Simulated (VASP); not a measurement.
# Br (Pm-3m) in VASP: notebook

Br is run at these levels: PBE; tasks: relaxation of cell and atoms, single point.

Everything below comes from runs of VASP 6.6.1. Logs are shortened: lines on timing, memory, paths and dates and some standing lists are left out, and cuts for length are marked.

**1. The cell of the first run**

The structure is cubic, space group Pm-3m (No. 221). The conventional cell has a = 3.060 Å, b = 3.060 Å, c = 3.060 Å, α = 90.00°, β = 90.00°, γ = 90.00°. Within 4.0 Å of Br (site symmetry m-3m) lie 6 Br at 3.06 Å.

**2. Relaxation of cell and atoms, PBE**

INCAR

```
SYSTEM = Br
ALGO = Normal
EDIFF = 1E-6
EDIFFG = -0.01
ENCUT = 600
GGA = PE
IBRION = 2
ISIF = 3
ISMEAR = -1
LASPH = .TRUE.
LCHARG = .FALSE.
LREAL = .FALSE.
LWAVE = .FALSE.
NELM = 60
NSW = 80
PREC = Accurate
SIGMA = 0.05
```

KPOINTS

```
k-points
0
G
  13 13 13
  0 0 0
```

POSCAR

```
Br
1.0
    3.0600000000      0.0000000000      0.0000000000
    0.0000000000      3.0600000000      0.0000000000
    0.0000000000      0.0000000000      3.0600000000
Br
1
Direct
    0.0000000000      0.0000000000      0.0000000000
```

Potentials or basis: VASP PAW PBE potentials, release 64 (Br).

The run is started by

```sh
$ cat potpaw_PBE.64/Br/POTCAR > POTCAR
$ mpirun -np 1 vasp_std > vasp.out
```

OUTCAR:

```text
SYSTEM = Br
   EDIFF = 1E-6
   EDIFFG = -0.01
   ENCUT = 600
   GGA = PE
   IBRION = 2
   ISIF = 3
   ISMEAR = -1
   LASPH = .TRUE.
   LREAL = .FALSE.
   NELM = 60
   NSW = 80
   PREC = Accurate

 ion  position               nearest neighbor table
   1  0.000  0.000  0.000-

  LATTYP: Found a simple cubic cell.
 ALAT       =     3.0600000000

  Lattice vectors:

 A1 = (   3.0600000000,   0.0000000000,   0.0000000000)
 A2 = (   0.0000000000,   3.0600000000,   0.0000000000)
 A3 = (   0.0000000000,   0.0000000000,   3.0600000000)

Analysis of symmetry for initial positions (statically):
=====================================================================
 Subroutine PRICEL returns:
 Original cell was already a primitive cell.

 Routine SETGRP: Setting up the symmetry group for a
 simple cubic supercell.

 Subroutine GETGRP returns: Found 48 space group operations
 (whereof 48 operations were pure point group operations)
 out of a pool of 48 trial point group operations.

The static configuration has the point symmetry O_h .

Analysis of symmetry for dynamics (positions and initial velocities):
=====================================================================
 Subroutine PRICEL returns:
 Original cell was already a primitive cell.

 Routine SETGRP: Setting up the symmetry group for a
 simple cubic supercell.

 Subroutine GETGRP returns: Found 48 space group operations
 (whereof 48 operations were pure point group operations)
 out of a pool of 48 trial point group operations.

The dynamic configuration has the point symmetry O_h .

 Subroutine INISYM returns: Found 48 space group operations
 (whereof 48 operations are pure point group operations),
 and found     1 'primitive' translations

----------------------------------------------------------------------------------------

                                     Primitive cell

  volume of cell :      28.6526

  direct lattice vectors                    reciprocal lattice vectors
     3.060000000  0.000000000  0.000000000     0.326797386  0.000000000  0.000000000
     0.000000000  3.060000000  0.000000000     0.000000000  0.326797386  0.000000000
     0.000000000  0.000000000  3.060000000     0.000000000  0.000000000  0.326797386

  length of vectors
     3.060000000  3.060000000  3.060000000     0.326797386  0.326797386  0.326797386

  position of ions in fractional coordinates (direct lattice)
     0.000000000  0.000000000  0.000000000

  ion indices of the primitive-cell ions
   primitive index   ion index
                 1           1

----------------------------------------------------------------------------------------

 KPOINTS: k-points

Automatic generation of k-mesh.
 Grid dimensions read from file:
 generate k-points for:   13   13   13

 Generating k-lattice:

  Cartesian coordinates                     Fractional coordinates (reciprocal lattice)
     0.025138260  0.000000000  0.000000000     0.076923077  0.000000000  0.000000000
     0.000000000  0.025138260  0.000000000     0.000000000  0.076923077  0.000000000
     0.000000000  0.000000000  0.025138260     0.000000000  0.000000000  0.076923077

  Length of vectors
     0.025138260  0.025138260  0.025138260

  Shift w.r.t. Gamma in fractional coordinates (k-lattice)
     0.000000000  0.000000000  0.000000000

 Subroutine IBZKPT returns following result:
 ===========================================

 Found     84 irreducible k-points:

 Following reciprocal coordinates:
            Coordinates               Weight
  0.000000  0.000000  0.000000      1.000000
  0.076923  0.000000  0.000000      6.000000
  0.153846  0.000000  0.000000      6.000000
  0.230769  0.000000  0.000000      6.000000
  0.307692  0.000000  0.000000      6.000000
  0.384615  0.000000  0.000000      6.000000
[... 16 lines left out ...]
  0.307692  0.307692  0.000000     12.000000
  0.384615  0.307692  0.000000     24.000000
 [... further k-points ...]
   k-points           NKPTS =     84   k-points in BZ     NKDIM =     84   number of bands    NBANDS=      7
   number of dos      NEDOS =    301   number of ions     NIONS =      1
   total plane-waves  NPLWV =  13824
   dimension x,y,z NGX =    24 NGY =   24 NGZ =   24
   dimension x,y,z NGXF=    48 NGYF=   48 NGZF=   48
   ions per type =               1
   NGX,Y,Z   is equivalent  to a cutoff of  13.04, 13.04, 13.04 a.u.
   NGXF,Y,Z  is equivalent  to a cutoff of  26.08, 26.08, 26.08 a.u.
 SYSTEM =  Br
   PREC   = accura    normal or accurate (medium, high low for compatibility)
   ISTART =      0    job   : 0-new  1-cont  2-samecut
   ICHARG =      2    charge: 1-file 2-atom 10-const
   ISPIN  =      1    spin polarized calculation?
   LNONCOLLINEAR =      F non collinear calculations
   LSORBIT =      F    spin-orbit coupling
   LASPH  =      T    aspherical Exc in radial PAW
   ENCUT  =  600.0 eV  44.10 Ry    6.64 a.u.   6.11  6.11  6.11*2*pi/ulx,y,z
   NELM   =     60;   NELMIN=  2; NELMDL= -5     # of ELM steps
   EDIFF  = 0.1E-05   stopping-criterion for ELM
   LREAL  =      F    real-space projection
   EDIFFG = -.1E-01   stopping-criterion for IOM
   NSW    =     80    number of steps for IOM
   IBRION =      2    ionic relax: 0-MD 1-quasi-New 2-CG
   NFREE  =      1    steps in history (QN), initial steepest desc. (CG)
   ISIF   =      3    stress and relaxation
   ISYM   =      2    0-nonsym 1-usesym 2-fastsym
   POTIM  = 0.5000    time-step for ionic-motion
   TEBEG  =    0.0;   TEEND  =   0.0 temperature during run
   PSTRESS=    0.0 pullay stress
   NELECT =       7.0000    total number of electrons
   NUPDOWN=      -1.0000    fix difference up-down
   EMIN   =  10.00;   EMAX   =-10.00  energy-range for DOS
   EFERMI =   0.00;   METHOD = LEGACY
   ISMEAR =    -1;   SIGMA  =   0.05  broadening in eV -4-tet -1-fermi 0-gaus
   EFERMI_NEDOS =   21; number of points for ismear=-14 and -15
   IALGO  =     38    algorithm
   IMIX   =      4    mixing-type and parameters
     AMIX     =   0.40;   BMIX     =  1.00
     AMIX_MAG =   1.60;   BMIX_MAG =  1.00
  volume/ion in A,a.u.               =      28.65       193.36
  Fermi-wavevector in a.u.,A,eV,Ry     =   1.023417  1.933978 14.250510  1.047383
  Thomas-Fermi vector in A             =   2.157150
   LORBIT       =      0    0 simple, 1 ext, 2 COOP (PROOUT), +10 PAW based schemes
   GGA     = PE    functional components
   LHFCALC =     F    Hartree Fock is set to
   AEXX    =    0.0000 exact exchange contribution
   IVDW    =     0    specifies the selected vdW correction
   LEPSILON=     F    determine dielectric tensor
   LRPA    =     F    only Hartree local field effects (RPA)
 conjugate gradient relaxation of ions
 non-spin polarized calculation
  energy-cutoff  :      600.00
  volume of cell :       28.65
 maximum number of plane-waves:       970
   NGX = 13   NGY = 13   NGZ = 13

--------------------------------------- Ionic step        1  -------------------------------------------

 number of electron       7.0000002 magnetization

 Free energy of the ion-electron system (eV)
  ---------------------------------------------------
  ext. energy  EPLUGINS =         0.00000000
  ---------------------------------------------------
  free energy    TOTEN  =        -1.20736229 eV

  energy without entropy =       -1.19702098  energy(sigma->0) =       -1.20219164

------------------------ aborting loop because EDIFF is reached ----------------------------------------

  FORCE on cell =-STRESS in cart. coord.  units (eV):
  Direction    XX          YY          ZZ          XY          YZ          ZX
  --------------------------------------------------------------------------------------
  -------------------------------------------------------------------------------------
  Total        0.2295150      0.2295150      0.2295150     -0.0000000      0.0000000     -0.0000000
  in kB       12.8338651     12.8338651     12.8338651     -0.0000000      0.0000000     -0.0000000
  external PRESSURE =      12.8338651 kB  Pullay stress =       0.0000000 kB

 VOLUME and BASIS-vectors are now :
 -----------------------------------------------------------------------------
  energy-cutoff  :      600.00
  volume of cell :       28.65
      direct lattice vectors                 reciprocal lattice vectors
     3.060000000  0.000000000  0.000000000     0.326797386  0.000000000  0.000000000
     0.000000000  3.060000000  0.000000000     0.000000000  0.326797386  0.000000000
     0.000000000  0.000000000  3.060000000     0.000000000  0.000000000  0.326797386
[... 36 lines left out ...]
 POSITION                                       TOTAL-FORCE (eV/Angst)
 -----------------------------------------------------------------------------------
      0.00000      0.00000      0.00000        -0.000000     -0.000000      0.000000
 -----------------------------------------------------------------------------------
    total drift:                               -0.000000      0.000000      0.000000

  FREE ENERGIE OF THE ION-ELECTRON SYSTEM (eV)
  ---------------------------------------------------
  free  energy   TOTEN  =        -1.2116573154 eV

  energy  without entropy=       -1.2007208549  energy(sigma->0) =       -1.20618909

--------------------------------------- Ionic step        3  -------------------------------------------

 number of electron       7.0000002 magnetization

 Free energy of the ion-electron system (eV)
  ---------------------------------------------------
  ext. energy  EPLUGINS =         0.00000000
  ---------------------------------------------------
  free energy    TOTEN  =        -1.21176346 eV

  energy without entropy =       -1.20071187  energy(sigma->0) =       -1.20623766

 E-fermi :   1.0634     XC(G=0):  -8.5602

 val. band max:        1.0604722398   @ k =   0.2308   0.2308   0.0769
 cond. band min:       1.0804983880   @ k =   0.1538   0.0769   0.0000
 fundamental gap:      0.0200261482
 Fermi energy:         1.0634027527

 k-point     1 :       0.0000    0.0000    0.0000
  band No.  band energies     occupation
      1     -14.5374      2.00000
      2       0.9237      1.88465
      3       0.9237      1.88465
      4       0.9237      1.88465
      5       7.5114      0.00000
      6       9.9870      0.00000
      7       9.9870      0.00000

 k-point     2 :       0.0769    0.0000    0.0000
  band No.  band energies     occupation
      1     -14.4941      2.00000
      2       0.4993      1.99997
      3       0.9563      1.78985
      4       0.9563      1.78985
      5       7.7639      0.00000
      6      10.0521      0.00000
      7      10.3895      0.00000
[... 201 lines left out ...]
 k-point    23 :       0.3077    0.3077    0.0000
  band No.  band energies     occupation
      1     -13.4279      2.00000
      2      -2.0805      2.00000
      3      -1.8970      2.00000
      4       1.7184      0.00000
      5       9.0528      0.00000
      6      11.4094      0.00000
      7      16.0303      0.00000

 k-point    24 :       0.3846    0.3077    0.0000
  band No.  band energies     occupation
      1     -13.2442      2.00000
      2      -2.7226      2.00000
      3      -1.7725      2.00000
      4       1.8403      0.00000
      5       8.3315      0.00000
      6      11.8058      0.00000
      7      15.8809      0.00000

 [... further k-points ...]

------------------------ aborting loop because EDIFF is reached ----------------------------------------

  FORCE on cell =-STRESS in cart. coord.  units (eV):
  Direction    XX          YY          ZZ          XY          YZ          ZX
  --------------------------------------------------------------------------------------
  -------------------------------------------------------------------------------------
  Total        0.0096292      0.0096292      0.0096292     -0.0000000     -0.0000000     -0.0000000
  in kB        0.5178105      0.5178105      0.5178105     -0.0000000     -0.0000000     -0.0000000
  external PRESSURE =       0.5178105 kB  Pullay stress =       0.0000000 kB

 VOLUME and BASIS-vectors are now :
 -----------------------------------------------------------------------------
  energy-cutoff  :      600.00
  volume of cell :       29.79
      direct lattice vectors                 reciprocal lattice vectors
     3.100106933  0.000000000 -0.000000000     0.322569518  0.000000000 -0.000000000
    -0.000000000  3.100106933 -0.000000000    -0.000000000  0.322569518 -0.000000000
     0.000000000  0.000000000  3.100106933     0.000000000  0.000000000  0.322569518

 POSITION                                       TOTAL-FORCE (eV/Angst)
 -----------------------------------------------------------------------------------
      0.00000      0.00000      0.00000        -0.000000     -0.000000      0.000000
 -----------------------------------------------------------------------------------
    total drift:                               -0.000000      0.000000      0.000000

  FREE ENERGIE OF THE ION-ELECTRON SYSTEM (eV)
  ---------------------------------------------------
  free  energy   TOTEN  =        -1.2117634564 eV

  energy  without entropy=       -1.2007118696  energy(sigma->0) =       -1.20623766

 reached required accuracy - stopping structural energy minimisation
```

Wall time 29 s (1 thread of Intel Xeon 8259CL, shared host); peak memory 0.15 GiB.

Results:

```
Free energy                           : -1.2118 eV
Relaxed volume                        : 29.79 Å³/atom
Relaxed cell                          : a = 3.100 Å, b = 3.100 Å, c = 3.100 Å, α = 90.00°, β = 90.00°, γ = 90.00°
Space group after relaxing (to 0.1 Å) : Pm-3m (No. 221)
Energy gained by relaxing             : 4.4 meV/atom
Ionic steps                           : 3
Pressure after relaxing               : 0.1 GPa
Band gap on the k mesh                : zero (an odd number of electrons rules out a gap without spin polarisation)
```

The path:
```csv
step,energy change (eV),largest force (eV/Å),pressure (GPa),volume (Å³)
1,0.0000,0.0000,1.28,28.65
2,-0.0043,0.0000,0.18,29.61
3,-0.0044,0.0000,0.05,29.79
```

Final structure:
```
Br
1.0
     3.10011    0.00000    0.00000
     0.00000    3.10011    0.00000
     0.00000    0.00000    3.10011
Br
1
Direct
  0.00000 0.00000 0.00000
```

Caveat: an odd number of electrons without spin polarisation forces a metal; a magnetic or distorted state may lie lower.

**3. Relaxation of cell and atoms, PBE**

This run uses another cell than the first one, of 29.78 Å³/atom.

INCAR

```
PREC = Accurate ; ENCUT = 600
EDIFF = 1E-6 ; ISMEAR = -1
SIGMA = 0.05 ; LREAL = False
LASPH = True ; NELM = 100
ALGO = Normal ; ISIF = 3
LWAVE = False ; LCHARG = False
GGA = PE ; IBRION = 2
NSW = 80 ; EDIFFG = -0.01
```

KPOINTS

```
Automatic mesh
0
Gamma
  13 13 13
```

POSCAR

```
Br
1.0
    3.0995893258      0.0000000000      0.0000000000
    0.0000000000      3.0995893258      0.0000000000
    0.0000000000      0.0000000000      3.0995893258
Br
1
Direct
    0.0000000000      0.0000000000      0.0000000000
```

Potentials or basis: VASP PAW PBE potentials, release 64 (Br).

The run is started by

```sh
$ cat potpaw_PBE.64/Br/POTCAR > POTCAR
$ mpirun -np 1 vasp_std > vasp.out
```

OUTCAR:

```text
PREC = Accurate
   ENCUT = 600
   EDIFF = 1E-6
   ISMEAR = -1
   LREAL = False
   LASPH = True
   NELM = 100
   ISIF = 3
   GGA = PE
   IBRION = 2
   NSW = 80
   EDIFFG = -0.01

 ion  position               nearest neighbor table
   1  0.000  0.000  0.000-

  LATTYP: Found a simple cubic cell.
 ALAT       =     3.0995893258

  Lattice vectors:

 A1 = (   3.0995893258,   0.0000000000,   0.0000000000)
 A2 = (   0.0000000000,   3.0995893258,   0.0000000000)
[... 420 lines left out ...]
      7      15.8877      0.00000

 [... further k-points ...]

------------------------ aborting loop because EDIFF is reached ----------------------------------------

  FORCE on cell =-STRESS in cart. coord.  units (eV):
  Direction    XX          YY          ZZ          XY          YZ          ZX
  --------------------------------------------------------------------------------------
  -------------------------------------------------------------------------------------
  Total        0.0035039      0.0035039      0.0035039     -0.0000000     -0.0000000      0.0000000
  in kB        0.1885161      0.1885161      0.1885161     -0.0000000     -0.0000000      0.0000000
  external PRESSURE =       0.1885161 kB  Pullay stress =       0.0000000 kB

 VOLUME and BASIS-vectors are now :
 -----------------------------------------------------------------------------
  energy-cutoff  :      600.00
  volume of cell :       29.78
      direct lattice vectors                 reciprocal lattice vectors
     3.099589326  0.000000000  0.000000000     0.322623385  0.000000000  0.000000000
     0.000000000  3.099589326  0.000000000     0.000000000  0.322623385  0.000000000
     0.000000000  0.000000000  3.099589326     0.000000000  0.000000000  0.322623385

 POSITION                                       TOTAL-FORCE (eV/Angst)
 -----------------------------------------------------------------------------------
      0.00000      0.00000      0.00000         0.000000      0.000000      0.000000
 -----------------------------------------------------------------------------------
    total drift:                                0.000000     -0.000000      0.000000

  FREE ENERGIE OF THE ION-ELECTRON SYSTEM (eV)
  ---------------------------------------------------
  free  energy   TOTEN  =        -1.2118020137 eV

  energy  without entropy=       -1.2007613945  energy(sigma->0) =       -1.20628170

 reached required accuracy - stopping structural energy minimisation
```

OSZICAR:

```text
N       E                     dE             d eps       ncg     rms          rms(c)
DAV:   1     0.259056291393E+02    0.25906E+02   -0.31957E+03  1176   0.864E+02
DAV:   2    -0.394416607494E+00   -0.26300E+02   -0.25158E+02  1659   0.115E+02
DAV:   3    -0.120701856896E+01   -0.81260E+00   -0.79674E+00  1372   0.241E+01
DAV:   4    -0.120940320261E+01   -0.23846E-02   -0.23842E-02  1785   0.153E+00
DAV:   5    -0.120940693951E+01   -0.37369E-05   -0.37369E-05  1442   0.412E-02    0.463E+00
DAV:   6    -0.121061585000E+01   -0.12089E-02   -0.10050E-03  1540   0.267E-01    0.283E+00
DAV:   7    -0.121178702048E+01   -0.11712E-02   -0.19110E-03  1288   0.385E-01    0.444E-02
DAV:   8    -0.121179420565E+01   -0.71852E-05   -0.79251E-05  1680   0.608E-02    0.861E-03
DAV:   9    -0.121179991831E+01   -0.57127E-05   -0.46519E-06  1330   0.178E-02    0.419E-03
DAV:  10    -0.121180196155E+01   -0.20432E-05   -0.34879E-06  1316   0.151E-02    0.309E-03
DAV:  11    -0.121180201368E+01   -0.52132E-07   -0.11836E-07  1127   0.248E-03
   1 F= -.12118020E+01 E0= -.12062817E+01  d E =-.121180E+01
```

Wall time 28 s (1 thread of Intel Xeon 8259CL, shared host); peak memory 0.16 GiB.

What came out:

```
Free energy             : -1.2118 eV
Pressure after relaxing : 0.0 GPa
Band gap on the k mesh  : zero (an odd number of electrons rules out a gap without spin polarisation)
```

Final structure:
```
Br
1.0
     3.09959    0.00000    0.00000
     0.00000    3.09959    0.00000
     0.00000    0.00000    3.09959
Br
1
Direct
  0.00000 0.00000 0.00000
```

Caveat: the relaxation stopped at its first step, so nothing moved; an odd number of electrons without spin polarisation forces a metal; a magnetic or distorted state may lie lower.

[end of part 1 of 2]
